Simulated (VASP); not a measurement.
# WC (P-6m2) in VASP: single point with LDA

Aim: the single point of WC with LDA.

All numbers are computed with VASP 6.6.1; they aren't measurements. Logs are shortened: lines on timing, memory, paths and dates and some standing lists are left out, and cuts for length are marked.

### Step 1. The cell of the first run

It takes space group P-6m2 (No. 187, hexagonal). The conventional cell has a = 2.907 Å, b = 2.907 Å, c = 2.837 Å, α = 90.00°, β = 90.00°, γ = 120.00°. W (site symmetry -6m2) has 6 C at 2.20 Å and 8 W at 2.84 to 2.91 Å within 3.0 Å. C (site symmetry -6m2) has 6 W at 2.20 Å and 8 C at 2.84 to 2.91 Å within 3.0 Å.

### Step 2. Single point, LDA

Contents of INCAR:

```
PREC = Accurate
ENCUT = 1300
EDIFF = 1E-6
ISMEAR = 0
SIGMA = 0.05
LREAL = F
LASPH = T
NELM = 120
ALGO = Normal
ISIF = 2
LWAVE = F
LCHARG = F
GGA = CA
NBANDS = 16
GGA_COMPAT = F
```

Contents of KPOINTS:

```
regular mesh
0
Gamma
  15 15 12
```

Contents of POSCAR:

```
WC
1.0
    2.9065000000      0.0000000000      0.0000000000
   -1.4532500000      2.5171028361      0.0000000000
    0.0000000000      0.0000000000      2.8366000000
W C
1 1
Direct
    0.0000000000      0.0000000000      0.0000000000
    0.6666666667      0.3333333333      0.5000000000
```

Potentials or basis: VASP PAW LDA potentials, release 64 (W_sv, C_h).

Launch:

```sh
cat potpaw_LDA.64/W_sv/POTCAR potpaw_LDA.64/C_h/POTCAR > POTCAR
mpirun -np 1 vasp_std > vasp.out
```

OUTCAR:

```text
PREC = Accurate
   ENCUT = 1300
   EDIFF = 1E-6
   ISMEAR = 0
   LREAL = F
   LASPH = T
   NELM = 120
   ISIF = 2
   GGA = CA

 ion  position               nearest neighbor table
   1  0.000  0.000  0.000-   2 2.20   2 2.20   2 2.20   2 2.20   2 2.20   2 2.20
   2  0.667  0.333  0.500-   1 2.20   1 2.20   1 2.20   1 2.20   1 2.20   1 2.20

  LATTYP: Found a hexagonal cell.
 ALAT       =     2.9065000000
 C/A-ratio  =     0.9759504559

  Lattice vectors:

 A1 = (   2.9065000000,   0.0000000000,   0.0000000000)
 A2 = (  -1.4532500000,   2.5171028361,   0.0000000000)
 A3 = (   0.0000000000,   0.0000000000,   2.8366000000)

Analysis of symmetry for initial positions (statically):
=====================================================================
 Subroutine PRICEL returns:
 Original cell was already a primitive cell.

 Routine SETGRP: Setting up the symmetry group for a
 hexagonal supercell.

 Subroutine GETGRP returns: Found 12 space group operations
 (whereof 12 operations were pure point group operations)
 out of a pool of 24 trial point group operations.

The static configuration has the point symmetry D_3h.

Analysis of symmetry for dynamics (positions and initial velocities):
=====================================================================
 Subroutine PRICEL returns:
 Original cell was already a primitive cell.

 Routine SETGRP: Setting up the symmetry group for a
 hexagonal supercell.

 Subroutine GETGRP returns: Found 12 space group operations
 (whereof 12 operations were pure point group operations)
 out of a pool of 24 trial point group operations.

The dynamic configuration has the point symmetry D_3h.

 Subroutine INISYM returns: Found 12 space group operations
 (whereof 12 operations are pure point group operations),
 and found     1 'primitive' translations

----------------------------------------------------------------------------------------

                                     Primitive cell

  volume of cell :      20.7525

  direct lattice vectors                    reciprocal lattice vectors
     2.906500000  0.000000000  0.000000000     0.344056425  0.198641070  0.000000000
    -1.453250000  2.517102836  0.000000000     0.000000000  0.397282139  0.000000000
     0.000000000  0.000000000  2.836600000     0.000000000  0.000000000  0.352534725

  length of vectors
     2.906500000  2.906500000  2.836600000     0.397282139  0.397282139  0.352534725

  position of ions in fractional coordinates (direct lattice)
     0.000000000  0.000000000  0.000000000
     0.666666667  0.333333333  0.500000000

  ion indices of the primitive-cell ions
   primitive index   ion index
                 1           1
                 2           2

----------------------------------------------------------------------------------------

 KPOINTS: regular mesh

Automatic generation of k-mesh.
 Grid dimensions read from file:
 generate k-points for:   15   15   12

 Generating k-lattice:

  Cartesian coordinates                     Fractional coordinates (reciprocal lattice)
     0.022937095  0.013242738  0.000000000     0.066666667  0.000000000  0.000000000
     0.000000000  0.026485476  0.000000000     0.000000000  0.066666667  0.000000000
     0.000000000  0.000000000  0.029377894     0.000000000  0.000000000  0.083333333

  Length of vectors
     0.026485476  0.026485476  0.029377894

  Shift w.r.t. Gamma in fractional coordinates (k-lattice)
     0.000000000  0.000000000  0.000000000

 Subroutine IBZKPT returns following result:
 ===========================================

 Found    189 irreducible k-points:

 Following reciprocal coordinates:
            Coordinates               Weight
  0.000000  0.000000  0.000000      1.000000
  0.066667  0.000000  0.000000      6.000000
  0.133333  0.000000  0.000000      6.000000
  0.200000  0.000000  0.000000      6.000000
  0.266667  0.000000  0.000000      6.000000
  0.333333  0.000000  0.000000      6.000000
[... 16 lines left out ...]
  0.333333  0.200000  0.000000     12.000000
  0.400000  0.200000  0.000000      6.000000
 [... further k-points ...]
   k-points           NKPTS =    189   k-points in BZ     NKDIM =    189   number of bands    NBANDS=     16
   number of dos      NEDOS =    301   number of ions     NIONS =      2
   total plane-waves  NPLWV =  46656
   dimension x,y,z NGX =    36 NGY =   36 NGZ =   36
   dimension x,y,z NGXF=    72 NGYF=   72 NGZF=   72
   ions per type =               1   1
   NGX,Y,Z   is equivalent  to a cutoff of  20.59, 20.59, 21.10 a.u.
   NGXF,Y,Z  is equivalent  to a cutoff of  41.18, 41.18, 42.20 a.u.
 SYSTEM =  unknown system
   PREC   = accura    normal or accurate (medium, high low for compatibility)
   ISTART =      0    job   : 0-new  1-cont  2-samecut
   ICHARG =      2    charge: 1-file 2-atom 10-const
   ISPIN  =      1    spin polarized calculation?
   LNONCOLLINEAR =      F non collinear calculations
   LSORBIT =      F    spin-orbit coupling
   LASPH  =      T    aspherical Exc in radial PAW
   ENCUT  = 1300.0 eV  95.55 Ry    9.77 a.u.   8.54  8.54  8.34*2*pi/ulx,y,z
   NELM   =    120;   NELMIN=  2; NELMDL= -5     # of ELM steps
   EDIFF  = 0.1E-05   stopping-criterion for ELM
   LREAL  =      F    real-space projection
   EDIFFG = 0.1E-04   stopping-criterion for IOM
   NSW    =      0    number of steps for IOM
   IBRION =     -1    ionic relax: 0-MD 1-quasi-New 2-CG
   NFREE  =      0    steps in history (QN), initial steepest desc. (CG)
   ISIF   =      2    stress and relaxation
   ISYM   =      2    0-nonsym 1-usesym 2-fastsym
   POTIM  = 0.5000    time-step for ionic-motion
   TEBEG  =    0.0;   TEEND  =   0.0 temperature during run
   PSTRESS=    0.0 pullay stress
   NELECT =      18.0000    total number of electrons
   NUPDOWN=      -1.0000    fix difference up-down
   EMIN   =  10.00;   EMAX   =-10.00  energy-range for DOS
   EFERMI =   0.00;   METHOD = LEGACY
   ISMEAR =     0;   SIGMA  =   0.05  broadening in eV -4-tet -1-fermi 0-gaus
   EFERMI_NEDOS =   21; number of points for ismear=-14 and -15
   IALGO  =     38    algorithm
   IMIX   =      4    mixing-type and parameters
     AMIX     =   0.40;   BMIX     =  1.00
     AMIX_MAG =   1.60;   BMIX_MAG =  1.00
  volume/ion in A,a.u.               =      10.38        70.02
  Fermi-wavevector in a.u.,A,eV,Ry     =   1.561262  2.950358 33.164744  2.437540
  Thomas-Fermi vector in A             =   2.664353
   LORBIT       =      0    0 simple, 1 ext, 2 COOP (PROOUT), +10 PAW based schemes
   GGA     = CA    functional components
   LHFCALC =     F    Hartree Fock is set to
   AEXX    =    0.0000 exact exchange contribution
   IVDW    =     0    specifies the selected vdW correction
   LEPSILON=     F    determine dielectric tensor
   LRPA    =     F    only Hartree local field effects (RPA)
 non-spin polarized calculation
 Gauss-broadening in eV      SIGMA  =   0.05
  energy-cutoff  :     1300.00
  volume of cell :       20.75
 maximum number of plane-waves:      2250
 NGX is ok and might be reduce to    36
   NGX = 17   NGY = 17   NGZ = 17

 number of electron      18.0000000 magnetization

 Free energy of the ion-electron system (eV)
  ---------------------------------------------------
  ext. energy  EPLUGINS =         0.00000000
  ---------------------------------------------------
  free energy    TOTEN  =       -24.70036409 eV

  energy without entropy =      -24.70004287  energy(sigma->0) =      -24.70020348

 E-fermi :  11.2673     XC(G=0): -14.0199

 val. band max:       11.2668720838   @ k =   0.1333   0.0000   0.4167
 cond. band min:      11.3073392397   @ k =   0.0667   0.0667   0.3333
 fundamental gap:      0.0404671559
 Fermi energy:        11.2672810347

 k-point     1 :       0.0000    0.0000    0.0000
  band No.  band energies     occupation
      1     -62.2404      2.00000
      2     -26.4842      2.00000
      3     -26.3786      2.00000
      4     -26.3786      2.00000
      5      -2.9806      2.00000
      6       6.9762      2.00000
[... 8 lines left out ...]
     15      25.6920      0.00000
     16      28.0688      0.00000

 k-point     2 :       0.0667    0.0000    0.0000
  band No.  band energies     occupation
      1     -62.2378      2.00000
      2     -26.4793      2.00000
      3     -26.4165      2.00000
      4     -26.3872      2.00000
      5      -2.8625      2.00000
      6       7.0158      2.00000
[... 8 lines left out ...]
     15      25.4278      0.00000
     16      28.3136      0.00000

 k-point     3 :       0.1333    0.0000    0.0000
  band No.  band energies     occupation
      1     -62.2304      2.00000
      2     -26.5226      2.00000
      3     -26.4655      2.00000
      4     -26.4113      2.00000
      5      -2.5214      2.00000
      6       6.8811      2.00000
[... 8 lines left out ...]
     15      25.0708      0.00000
     16      29.0074      0.00000

 k-point     4 :       0.2000    0.0000    0.0000
  band No.  band energies     occupation
      1     -62.2196      2.00000
      2     -26.6759      2.00000
      3     -26.4467      2.00000
      4     -26.4451      2.00000
      5      -1.9960      2.00000
      6       6.3074      2.00000
[... 8 lines left out ...]
     15      25.0287      0.00000
     16      29.7347      0.00000
[... 324 lines left out ...]
 k-point    22 :       0.2667    0.2000    0.0000
  band No.  band energies     occupation
      1     -62.1835      2.00000
      2     -27.0483      2.00000
      3     -26.6855      2.00000
      4     -26.3769      2.00000
      5       0.1893      2.00000
      6       4.8149      2.00000
[... 8 lines left out ...]
     15      26.7266      0.00000
     16      27.8574      0.00000

 k-point    23 :       0.3333    0.2000    0.0000
  band No.  band energies     occupation
      1     -62.1775      2.00000
      2     -27.0953      2.00000
      3     -26.7377      2.00000
      4     -26.3655      2.00000
      5       0.6798      2.00000
      6       4.6278      2.00000
[... 8 lines left out ...]
     15      26.1343      0.00000
     16      28.4074      0.00000

 k-point    24 :       0.4000    0.2000    0.0000
  band No.  band energies     occupation
      1     -62.1754      2.00000
      2     -27.1112      2.00000
      3     -26.7568      2.00000
      4     -26.3615      2.00000
      5       0.8706      2.00000
      6       4.5665      2.00000
[... 8 lines left out ...]
     15      25.6869      0.00000
     16      28.5736      0.00000

 [... further k-points ...]

------------------------ aborting loop because EDIFF is reached ----------------------------------------

  FORCE on cell =-STRESS in cart. coord.  units (eV):
  Direction    XX          YY          ZZ          XY          YZ          ZX
  --------------------------------------------------------------------------------------
  -------------------------------------------------------------------------------------
  Total       -0.8849363     -0.8849363     -1.1411480      0.0000000      0.0000000      0.0000000
  in kB      -68.3208423    -68.3208423    -88.1014770      0.0000000      0.0000000      0.0000000
  external PRESSURE =     -74.9143872 kB  Pullay stress =       0.0000000 kB

 VOLUME and BASIS-vectors are now :
 -----------------------------------------------------------------------------
  energy-cutoff  :     1300.00
  volume of cell :       20.75
      direct lattice vectors                 reciprocal lattice vectors
     2.906500000  0.000000000  0.000000000     0.344056425  0.198641070  0.000000000
    -1.453250000  2.517102836  0.000000000     0.000000000  0.397282139  0.000000000
     0.000000000  0.000000000  2.836600000     0.000000000  0.000000000  0.352534725

 POSITION                                       TOTAL-FORCE (eV/Angst)
 -----------------------------------------------------------------------------------
      0.00000      0.00000      0.00000         0.000000      0.000000      0.000000
      1.45325      0.83903      1.41830        -0.000000     -0.000000      0.000000
 -----------------------------------------------------------------------------------
    total drift:                               -0.000000      0.000000      0.000000

  FREE ENERGIE OF THE ION-ELECTRON SYSTEM (eV)
  ---------------------------------------------------
  free  energy   TOTEN  =       -24.7003640931 eV

  energy  without entropy=      -24.7000428726  energy(sigma->0) =      -24.70020348
```

Wall time 1.8 min (1 thread of Intel Xeon Platinum 8488C (Sapphire Rapids), shared host); peak memory 0.37 GiB.

What came out:

```yaml
Free_energy: -24.7004 eV
Pressure: -7.5 GPa
Band_gap_on_the_k_mesh: zero (bands 9 and 10 overlap by 1.22 eV)
```

Stress tensor (GPa, compression positive):
```
-6.83  0.00  0.00
 0.00 -6.83  0.00
 0.00  0.00 -8.81
```

Caveat: the cell stands under tension; spin-orbit coupling is left out, which moves the levels of the heavy elements.

The gap in the log of VASP goes by the Fermi energy; the results here count the filled bands.